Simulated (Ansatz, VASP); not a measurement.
Sb: VASP beside Ansatz

Contents of POSCAR:

```
Sb
1.0
    3.4095345291      0.0000000000      0.0000000000
   -1.7047672645      2.9527435173      0.0000000000
    0.0000000000      0.0000000000      5.5598513558
Sb
2
Direct
    0.3333333333      0.6666666667      0.2500000000
    0.6666666667      0.3333333333      0.7500000000
```

File INCAR.step1:

```
SYSTEM = Sb
PREC = Accurate ; ENCUT = 520
ISMEAR = -1 ; SIGMA = 0.05
LREAL = .FALSE. ; LASPH = .TRUE.
NELM = 60 ; NBANDS = 12
GGA = PE ; ALGO = Normal
EDIFF = 1E-4 ; LWAVE = .TRUE.
LCHARG = .FALSE.
```

The input INCAR.step2:

```
SYSTEM = Sb
PREC = Accurate ; ENCUT = 520
EDIFF = 1E-8 ; ISMEAR = -1
SIGMA = 0.05 ; LREAL = .FALSE.
LASPH = .TRUE. ; NELM = 60
ALGO = Normal ; ISIF = 2
LWAVE = .FALSE. ; LCHARG = .FALSE.
METAGGA = R2SCAN ; LMIXTAU = .TRUE.
LEFG = .TRUE. ; NBANDS = 12
ISTART = 1
```

Contents of KPOINTS:

```
regular mesh
0
G
  13 13 7
  0 0 0
```

Input for Ansatz:

```yaml
crystal:
  lattice:
    - [3.4095345291, 0.0, 0.0]
    - [-1.7047672645, 2.9527435173, 0.0]
    - [0.0, 0.0, 5.5598513558]
  atoms:
    - { symbol: Sb, position: [0.3333333333, 0.6666666667, 0.25] }
    - { symbol: Sb, position: [0.6666666667, 0.3333333333, 0.75] }
kpoints:
  mp_grid: { grid: [13, 13, 7] }
scf:
  occupations: { method: fermi_dirac, width: 0.05 }
hamiltonian:
  xc: r2scan
  pseudopotentials: { kind: all_electron, datasets: crystal }
output:
  forces: true
  stress: true
  eigenvalues: true
  efg: { contact_densities: true }
```

Change from the starting cell: volume scaled by 1.05, crystal datasets.

Alike in both runs: task electric field gradients; functional r2SCAN; k mesh 13 × 13 × 7; occupations fermi-dirac, width 0.05 eV; no spin polarisation.

|  | VASP | Ansatz |
| --- | --- | --- |
| version | VASP 6.6.1 | Ansatz 0.2.0 |
| potentials or method | VASP PAW PBE potentials, release 64 (Sb), cutoff 520 eV | all-electron PAW with datasets made for the crystal, scalar-relativistic |

|  | VASP | Ansatz | Ansatz less VASP |
| --- | --- | --- | --- |
| pressure (GPa) | -2.0 | -1.9 | +0.12 |
| traceless stress, the component that is largest in VASP (GPa) | -1.05 | -1.05 | +0.003 |
| size of Vzz on the site where it differs most (V/Å²) | 29.5 | 31.3 | +1.82 |

VASP's potentials were made for PBE, not for r2SCAN. Ansatz ran all-electron here, and VASP with PAW potentials.

Spin-orbit coupling is off throughout.
